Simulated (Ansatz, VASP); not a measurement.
**Zr in VASP and in Ansatz**

Contents of INCAR:

```
PREC = Accurate
ENCUT = 600
EDIFF = 1E-6
ISMEAR = -1
SIGMA = 0.05
LREAL = False
LASPH = True
NELM = 80
ALGO = Normal
ISIF = 3
LWAVE = False
LCHARG = False
GGA = B5
ALDAX = 1.0
AGGAX = 1.0
AGGAC = 1.0
ALDAC = 0.0
IBRION = 2
NSW = 60
EDIFFG = -0.01
```

The input KPOINTS:

```
Automatic mesh
0
Gamma
  9 9 5
```

POSCAR

```
Zr
1.0
    3.2320000000      0.0000000000      0.0000000000
   -1.6160000000      2.7989941050      0.0000000000
    0.0000000000      0.0000000000      5.1470000000
Zr
2
Direct
    0.6666666667      0.3333333333      0.7500000000
    0.3333333333      0.6666666667      0.2500000000
```

Contents of input.yaml:

```yaml
crystal:
  lattice:
    - [3.232, 0.0, 0.0]
    - [-1.616, 2.798994105, 0.0]
    - [0.0, 0.0, 5.147]
  atoms:
    - { symbol: Zr, position: [0.6666666667, 0.3333333333, 0.75] }
    - { symbol: Zr, position: [0.3333333333, 0.6666666667, 0.25] }
hamiltonian:
  xc: blyp
  pseudopotentials: { kind: paw }
kpoints:
  mp_grid: { grid: [9, 9, 5] }
scf:
  occupations: { method: fermi_dirac, width: 0.05 }
output:
  forces: true
  stress: true
  eigenvalues: true
  write_density: true
  write_potential: true
  elf: true
  volumetric_format: npy
relax:
  f_tol: 0.01
  max_steps: 40
  cell: { stress_tol: 0.05 }
```

Alike in both runs: task relaxation of cell and atoms; functional BLYP; k mesh 9 × 9 × 5; occupations fermi-dirac, width 0.05 eV; no spin polarisation.

|  | VASP | Ansatz |
| --- | --- | --- |
| version | VASP 6.6.1 | Ansatz 0.2.0 |
| potentials or method | VASP PAW PBE potentials, release 64 (Zr_sv) | Ansatz PAW |
| plane-wave cutoff (eV) | 600 | 420 |
| valence electrons in the cell | 24 | 24 |

|  | VASP | Ansatz | Ansatz less VASP |
| --- | --- | --- | --- |
| gap on the k mesh at the Fermi level, each at its own relaxed structure (eV) | none | none | - |
| relaxed volume (Å³/atom) | 24.19 | 24.16 | -0.023 |
| relaxed length of the cell vector where the two differ most in proportion (Å) | 5.243 | 5.240 | -0.0023 |

VASP's potentials were made for PBE, not for BLYP. A gap of «none» marks a metal or a gap that the smearing closes.

Noted on Ansatz's run: the plane-wave basis is chosen anew once the cell has moved, so the energies of steps on either side of that aren't comparable.
